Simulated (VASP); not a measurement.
# Au (Fm-3m) in VASP: a series of runs

Runs on Au. Level: PBEsol. Tasks: single point, relaxation of volume and atoms at fixed shape.

Everything below comes from runs of VASP 6.6.1. Logs are shortened: lines on timing, memory, paths and dates and some standing lists are left out, and cuts for length are marked.

## (1) The cell of the first run

Symmetry: Fm-3m, No. 225, cubic system. The conventional cell has a = 4.082 Å, b = 4.082 Å, c = 4.082 Å, α = 90.00°, β = 90.00°, γ = 90.00°. Within 3.8 Å of Au (site symmetry m-3m) lie 12 Au at 2.89 Å.

## (2) Single point, PBEsol

Input file INCAR:

```
SYSTEM = Au
PREC = Accurate ; ENCUT = 520
EDIFF = 1E-7 ; ISMEAR = -1
SIGMA = 0.05 ; LREAL = .False.
LASPH = .True. ; NELM = 80
ALGO = Normal ; ISIF = 2
LWAVE = .False. ; LCHARG = .False.
GGA = PS ; NBANDS = 12
```

Input file KPOINTS:

```
Automatic mesh
0
Gamma
  9 9 9
  0 0 0
```

Input file POSCAR:

```
Au
1.0
    0.0000000000      2.0411669517      2.0411669517
    2.0411669517      0.0000000000      2.0411669517
    2.0411669517      2.0411669517      0.0000000000
Au
1
Direct
    0.0000000000      0.0000000000      0.0000000000
```

Potentials or basis: VASP PAW PBE potentials, release 64 (Au).

The run is started by

```console
$ cat potpaw_PBE.64/Au/POTCAR > POTCAR
$ mpirun -np 1 vasp_std > vasp.out
```

OUTCAR:

```text
SYSTEM = Au
   PREC = Accurate
   ENCUT = 520
   EDIFF = 1E-7
   ISMEAR = -1
   LREAL = .False.
   LASPH = .True.
   NELM = 80
   ISIF = 2
   GGA = PS

 ion  position               nearest neighbor table
   1  0.000  0.000  0.000-

  LATTYP: Found a face centered cubic cell.
 ALAT       =     4.0823339034

  Lattice vectors:

 A1 = (   0.0000000000,   2.0411669517,   2.0411669517)
 A2 = (   2.0411669517,   0.0000000000,   2.0411669517)
 A3 = (   2.0411669517,   2.0411669517,   0.0000000000)

Analysis of symmetry for initial positions (statically):
=====================================================================
 Subroutine PRICEL returns:
 Original cell was already a primitive cell.

 Routine SETGRP: Setting up the symmetry group for a
 face centered cubic supercell.

 Subroutine GETGRP returns: Found 48 space group operations
 (whereof 48 operations were pure point group operations)
 out of a pool of 48 trial point group operations.

The static configuration has the point symmetry O_h .

Analysis of symmetry for dynamics (positions and initial velocities):
=====================================================================
 Subroutine PRICEL returns:
 Original cell was already a primitive cell.

 Routine SETGRP: Setting up the symmetry group for a
 face centered cubic supercell.

 Subroutine GETGRP returns: Found 48 space group operations
 (whereof 48 operations were pure point group operations)
 out of a pool of 48 trial point group operations.

The dynamic configuration has the point symmetry O_h .

 Subroutine INISYM returns: Found 48 space group operations
 (whereof 48 operations are pure point group operations),
 and found     1 'primitive' translations

----------------------------------------------------------------------------------------

                                     Primitive cell

  volume of cell :      17.0085

  direct lattice vectors                    reciprocal lattice vectors
     0.000000000  2.041166952  2.041166952    -0.244957915  0.244957915  0.244957915
     2.041166952  0.000000000  2.041166952     0.244957915 -0.244957915  0.244957915
     2.041166952  2.041166952  0.000000000     0.244957915  0.244957915 -0.244957915

  length of vectors
     2.886645986  2.886645986  2.886645986     0.424279554  0.424279554  0.424279554

  position of ions in fractional coordinates (direct lattice)
     0.000000000  0.000000000  0.000000000

  ion indices of the primitive-cell ions
   primitive index   ion index
                 1           1

----------------------------------------------------------------------------------------

 KPOINTS: Automatic mesh

Automatic generation of k-mesh.
 Grid dimensions read from file:
 generate k-points for:    9    9    9

 Generating k-lattice:

  Cartesian coordinates                     Fractional coordinates (reciprocal lattice)
    -0.027217546  0.027217546  0.027217546     0.111111111  0.000000000  0.000000000
     0.027217546 -0.027217546  0.027217546     0.000000000  0.111111111  0.000000000
     0.027217546  0.027217546 -0.027217546     0.000000000  0.000000000  0.111111111

  Length of vectors
     0.047142173  0.047142173  0.047142173

  Shift w.r.t. Gamma in fractional coordinates (k-lattice)
     0.000000000  0.000000000  0.000000000

 Subroutine IBZKPT returns following result:
 ===========================================

 Found     35 irreducible k-points:

 Following reciprocal coordinates:
            Coordinates               Weight
  0.000000  0.000000  0.000000      1.000000
  0.111111  0.000000  0.000000      8.000000
  0.222222  0.000000  0.000000      8.000000
  0.333333  0.000000  0.000000      8.000000
  0.444444  0.000000  0.000000      8.000000
  0.111111  0.111111  0.000000      6.000000
[... 16 lines left out ...]
 -0.333333  0.333333  0.000000     12.000000
  0.444444  0.444444  0.000000      6.000000
 [... further k-points ...]
   k-points           NKPTS =     35   k-points in BZ     NKDIM =     35   number of bands    NBANDS=     12
   number of dos      NEDOS =    301   number of ions     NIONS =      1
   total plane-waves  NPLWV =  13824
   dimension x,y,z NGX =    24 NGY =   24 NGZ =   24
   dimension x,y,z NGXF=    48 NGYF=   48 NGZF=   48
   ions per type =               1
   NGX,Y,Z   is equivalent  to a cutoff of  13.82, 13.82, 13.82 a.u.
   NGXF,Y,Z  is equivalent  to a cutoff of  27.64, 27.64, 27.64 a.u.
 SYSTEM =  Au
   PREC   = accura    normal or accurate (medium, high low for compatibility)
   ISTART =      0    job   : 0-new  1-cont  2-samecut
   ICHARG =      2    charge: 1-file 2-atom 10-const
   ISPIN  =      1    spin polarized calculation?
   LNONCOLLINEAR =      F non collinear calculations
   LSORBIT =      F    spin-orbit coupling
   LASPH  =      T    aspherical Exc in radial PAW
   ENCUT  =  520.0 eV  38.22 Ry    6.18 a.u.   5.37  5.37  5.37*2*pi/ulx,y,z
   NELM   =     80;   NELMIN=  2; NELMDL= -5     # of ELM steps
   EDIFF  = 0.1E-06   stopping-criterion for ELM
   LREAL  =      F    real-space projection
   EDIFFG = 0.1E-05   stopping-criterion for IOM
   NSW    =      0    number of steps for IOM
   IBRION =     -1    ionic relax: 0-MD 1-quasi-New 2-CG
   NFREE  =      0    steps in history (QN), initial steepest desc. (CG)
   ISIF   =      2    stress and relaxation
   ISYM   =      2    0-nonsym 1-usesym 2-fastsym
   POTIM  = 0.5000    time-step for ionic-motion
   TEBEG  =    0.0;   TEEND  =   0.0 temperature during run
   PSTRESS=    0.0 pullay stress
   NELECT =      11.0000    total number of electrons
   NUPDOWN=      -1.0000    fix difference up-down
   EMIN   =  10.00;   EMAX   =-10.00  energy-range for DOS
   EFERMI =   0.00;   METHOD = LEGACY
   ISMEAR =    -1;   SIGMA  =   0.05  broadening in eV -4-tet -1-fermi 0-gaus
   EFERMI_NEDOS =   21; number of points for ismear=-14 and -15
   IALGO  =     38    algorithm
   IMIX   =      4    mixing-type and parameters
     AMIX     =   0.40;   BMIX     =  1.00
     AMIX_MAG =   1.60;   BMIX_MAG =  1.00
  volume/ion in A,a.u.               =      17.01       114.78
  Fermi-wavevector in a.u.,A,eV,Ry     =   1.415741  2.675363 27.270471  2.004323
  Thomas-Fermi vector in A             =   2.537148
   LORBIT       =      0    0 simple, 1 ext, 2 COOP (PROOUT), +10 PAW based schemes
   GGA     = PS    functional components
   LHFCALC =     F    Hartree Fock is set to
   AEXX    =    0.0000 exact exchange contribution
   IVDW    =     0    specifies the selected vdW correction
   LEPSILON=     F    determine dielectric tensor
   LRPA    =     F    only Hartree local field effects (RPA)
 non-spin polarized calculation
  energy-cutoff  :      520.00
  volume of cell :       17.01
 maximum number of plane-waves:       470
 NGX is ok and might be reduce to    24
   NGX = 11   NGY = 11   NGZ = 11

 number of electron      11.0000000 magnetization

 Free energy of the ion-electron system (eV)
  ---------------------------------------------------
  ext. energy  EPLUGINS =         0.00000000
  ---------------------------------------------------
  free energy    TOTEN  =        -3.94858907 eV

  energy without entropy =       -3.94809587  energy(sigma->0) =       -3.94834247

 E-fermi :   9.2814     XC(G=0): -12.8950

 val. band max:        8.9171830414   @ k =   0.4444   0.3333   0.0000
 cond. band min:       9.3354911891   @ k =   0.4444   0.4444   0.0000
 fundamental gap:      0.4183081477
 Fermi energy:         9.2813841767

 k-point     1 :       0.0000    0.0000    0.0000
  band No.  band energies     occupation
      1      -0.6301      2.00000
      2       4.6266      2.00000
      3       4.6266      2.00000
      4       4.6266      2.00000
      5       6.1608      2.00000
      6       6.1608      2.00000
      7      23.8102      0.00000
      8      27.8127      0.00000
      9      27.8127      0.00000
     10      27.8127      0.00000
     11      32.6852      0.00000
     12      37.3737      0.00000

 k-point     2 :       0.1111    0.0000    0.0000
  band No.  band energies     occupation
      1      -0.2059      2.00000
      2       4.4980      2.00000
      3       4.7629      2.00000
      4       4.7629      2.00000
      5       6.1076      2.00000
      6       6.1076      2.00000
      7      24.2353      0.00000
      8      25.6151      0.00000
      9      28.3091      0.00000
     10      28.3091      0.00000
     11      33.0880      0.00000
     12      35.3905      0.00000

 k-point     3 :       0.2222    0.0000    0.0000
  band No.  band energies     occupation
      1       0.8849      2.00000
      2       4.3965      2.00000
      3       4.9211      2.00000
      4       4.9211      2.00000
      5       6.2167      2.00000
      6       6.2167      2.00000
      7      21.5250      0.00000
      8      24.9943      0.00000
      9      29.2535      0.00000
     10      29.2535      0.00000
     11      30.9817      0.00000
     12      32.6577      0.00000
[... 286 lines left out ...]
 k-point    23 :      -0.3333    0.3333    0.0000
  band No.  band energies     occupation
      1       3.1358      2.00000
      2       3.9461      2.00000
      3       4.8144      2.00000
      4       6.0432      2.00000
      5       6.9185      2.00000
      6      11.7137      0.00000
      7      15.7332      0.00000
      8      16.4447      0.00000
      9      23.5877      0.00000
     10      26.2818      0.00000
     11      34.5365      0.00000
     12      35.0351      0.00000

 k-point    24 :       0.4444    0.4444    0.0000
  band No.  band energies     occupation
      1       2.2699      2.00000
      2       2.6009      2.00000
      3       7.2888      2.00000
      4       7.5516      2.00000
      5       7.5516      2.00000
      6       9.3355      0.50620
      7      16.2447      0.00000
      8      19.5735      0.00000
      9      19.5735      0.00000
     10      26.3850      0.00000
     11      28.9914      0.00000
     12      37.0060      0.00000

 [... further k-points ...]
[... 5 lines left out ...]
  --------------------------------------------------------------------------------------
  -------------------------------------------------------------------------------------
  Total       -0.0306065     -0.0306065     -0.0306065     -0.0000000     -0.0000000     -0.0000000
  in kB       -2.8830965     -2.8830965     -2.8830965     -0.0000000     -0.0000000     -0.0000000
  external PRESSURE =      -2.8830965 kB  Pullay stress =       0.0000000 kB

 VOLUME and BASIS-vectors are now :
 -----------------------------------------------------------------------------
  energy-cutoff  :      520.00
  volume of cell :       17.01
      direct lattice vectors                 reciprocal lattice vectors
     0.000000000  2.041166952  2.041166952    -0.244957915  0.244957915  0.244957915
     2.041166952  0.000000000  2.041166952     0.244957915 -0.244957915  0.244957915
     2.041166952  2.041166952  0.000000000     0.244957915  0.244957915 -0.244957915

 POSITION                                       TOTAL-FORCE (eV/Angst)
 -----------------------------------------------------------------------------------
      0.00000      0.00000      0.00000         0.000000      0.000000     -0.000000
 -----------------------------------------------------------------------------------
    total drift:                                0.000000      0.000000     -0.000000

  FREE ENERGIE OF THE ION-ELECTRON SYSTEM (eV)
  ---------------------------------------------------
  free  energy   TOTEN  =        -3.9485890657 eV

  energy  without entropy=       -3.9480958673  energy(sigma->0) =       -3.94834247
```

Run time: 9.8 s. Hardware: 1 thread of Intel Xeon 8259CL, shared host; peak memory 0.14 GiB.

Results:

```
Free energy : -3.9486 eV
Pressure    : -0.3 GPa
```

Levels at points of the mesh, in eV from the Fermi level:
```tsv
k point	band 3	band 4	band 5	band 6	band 7	band 8	band 9	band 10
(0.00, 0.00, 0.00)	-4.65	-4.65	-3.12	-3.12	14.53	18.53	18.53	18.53
```

Caveat: the PAW data sets were made with another functional, which shifts forces and pressure a little; spin-orbit coupling is left out, which moves the levels of the heavy elements.

## (3) Relaxation of volume and atoms at fixed shape, PBEsol

This run uses another cell than the first one, of 16.85 Å³/atom, 0.991 times its volume.

Input file INCAR:

```
PREC = Accurate ; ENCUT = 600
EDIFF = 1E-7 ; ISMEAR = -1
SIGMA = 0.05 ; LREAL = False
LASPH = True ; NELM = 100
ALGO = Normal ; ISIF = 8
LWAVE = False ; LCHARG = False
GGA = PS ; IBRION = 2
NSW = 80 ; EDIFFG = -0.03
```

Input file KPOINTS:

```
regular mesh
0
Gamma
  9 9 9
```

Input file POSCAR:

```
Au
1.0
    0.0000000000      2.0350000000      2.0350000000
    2.0350000000      0.0000000000      2.0350000000
    2.0350000000      2.0350000000      0.0000000000
Au
1
Direct
    0.0000000000      0.0000000000      0.0000000000
```

Potentials or basis: VASP PAW PBE potentials, release 64 (Au).

The run is started by

```console
$ cat potpaw_PBE.64/Au/POTCAR > POTCAR
$ mpirun -np 1 vasp_std > vasp.out
```

It took 22 s on 1 thread of Intel Xeon 8259CL, shared host; peak memory 0.14 GiB.

The run converged. Its results:

```yaml
Free_energy: -3.9485 eV
Relaxed_volume: 16.99 Å³/atom
Relaxed_cell: a = 2.886 Å, b = 2.886 Å, c = 2.886 Å, α = 60.00°, β = 60.00°, γ = 60.00°
Space_group_after_relaxing_to_0.05_Å: Fm-3m (No. 225)
Energy_gained_by_relaxing: 0.6 meV/atom
Ionic_steps: 3
Pressure_after_relaxing: 0.0 GPa
```

The path:
```
step  energy change (eV)  largest force (eV/Å)  pressure (GPa)  volume (Å³)
   1              0.0000                0.0000            1.44        16.85
   2              0.0012                0.0000           -2.37        17.23
   3             -0.0006                0.0000            0.00        16.99
```

Final structure:
```cif
data_structure
_symmetry_space_group_name_H-M 'P 1'
_symmetry_Int_Tables_number 1
_cell_length_a 2.8856
_cell_length_b 2.8856
_cell_length_c 2.8856
_cell_angle_alpha 60.000
_cell_angle_beta 60.000
_cell_angle_gamma 60.000
_cell_volume 16.99
loop_
_atom_site_label
_atom_site_type_symbol
_atom_site_fract_x
_atom_site_fract_y
_atom_site_fract_z
_atom_site_occupancy
Au1 Au 0.00000 0.00000 0.00000 1
```

Levels at points of the mesh, in eV from the Fermi level:
| k point | band 4 | band 5 | band 6 | band 7 | band 8 | band 9 |
| --- | --- | --- | --- | --- | --- | --- |
| (0.00, 0.00, 0.00) | -4.66 | -3.12 | -3.12 | 14.53 | 18.54 | 18.54 |

Caveat: the PAW data sets were made with another functional, which shifts forces and pressure a little; spin-orbit coupling is left out, which moves the levels of the heavy elements. Zero-point motion and thermal expansion aren't in these numbers.
